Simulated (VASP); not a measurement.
Write the native input for VASP 6.6.1 that does the following.

```
Task                   : molecular dynamics
Functional             : PBE
Potentials or basis    : VASP PAW PBE potentials, release 64 (Sn_d, O)
Cutoff                 : 520 eV
k mesh                 : 1 × 1 × 1
Occupations            : fermi-dirac, width 0.1861 eV
Spin                   : no spin polarisation
Dipole correction      : no
Further INCAR settings : LREAL = Auto; ALGO = Normal; EDIFF = 1e-05; ISYM = 0; IBRION = 0; POTIM = 2.0; NSW = 40
```

The structure of SnO2 lies in POSCAR:

```
SnO2
1.0
    6.7155290000      0.0495070000     -0.2513230000
    0.0495070000      6.9412360000     -0.0896220000
   -0.2513230000     -0.0896220000      7.0388050000
Sn O
8 16
Direct
    0.4762711525      0.7216815060      0.5868707048
    0.2007712822      0.1706460966      0.7820965235
    0.6873735401      0.1728190956      0.8165691481
    0.4716402373      0.6969408634      0.0715908549
    0.9364626891      0.9135576907      0.3341266975
    0.4640232065      0.1471093887      0.3096727858
    0.0246357912      0.3859751074      0.2112450040
    0.9706573222      0.7073274194      0.8520376817
    0.6185806864      0.9792544922      0.6068986781
    0.5140095076      0.3999373008      0.5175812618
    0.5449414284      0.8140255687      0.3308505083
    0.3475047849      0.9683707963      0.0410372308
    0.9473932821      0.7253487356      0.5486828318
    0.1619829859      0.7615193259      0.5231871678
    0.0385833219      0.6538241926      0.1734602099
    0.7934050346      0.1704630045      0.2898777954
    0.6558044456      0.6564591142      0.8578729243
    0.9625676688      0.0793892206      0.6631463188
    0.5659948257      0.3333032715      0.0063031211
    0.1619705661      0.1195441044      0.3647405017
    0.9255391209      0.9801807714      0.0293267031
    0.2573381497      0.6915575523      0.8447583958
    0.9387194864      0.3459129995      0.8897790306
    0.3198986510      0.3795117646      0.1345437292
```

One way to write it, as run:

INCAR

```
SYSTEM = SnO2
ALGO = Normal ; EDIFF = 1E-5
ENCUT = 520 ; GGA = PE
IBRION = 0 ; ISIF = 2
ISMEAR = -1 ; ISYM = 0
LANGEVIN_GAMMA = 30 30 ; LASPH = .True.
LCHARG = .False. ; LREAL = Auto
LWAVE = .False. ; MDALGO = 3
NELM = 80 ; NELMIN = 4
NSW = 40 ; POTIM = 2.0
PREC = Accurate ; RANDOM_SEED = 29100 0 0
SIGMA = 0.1861 ; TEBEG = 2160.0
TEEND = 2160.0
```

KPOINTS

```
k-points
0
Gamma
  1 1 1
  0 0 0
```

Potentials or basis: VASP PAW PBE potentials, release 64 (Sn_d, O).

The run is started by

```sh
$ cat potpaw_PBE.64/Sn_d/POTCAR potpaw_PBE.64/O/POTCAR > POTCAR
$ mpirun -np 1 vasp_gam > vasp.out
```

Wall time 17 min on 1 thread of AMD EPYC 9R45 96-Core Processor (Zen 5), on a shared host, peak memory 0.39 GiB.
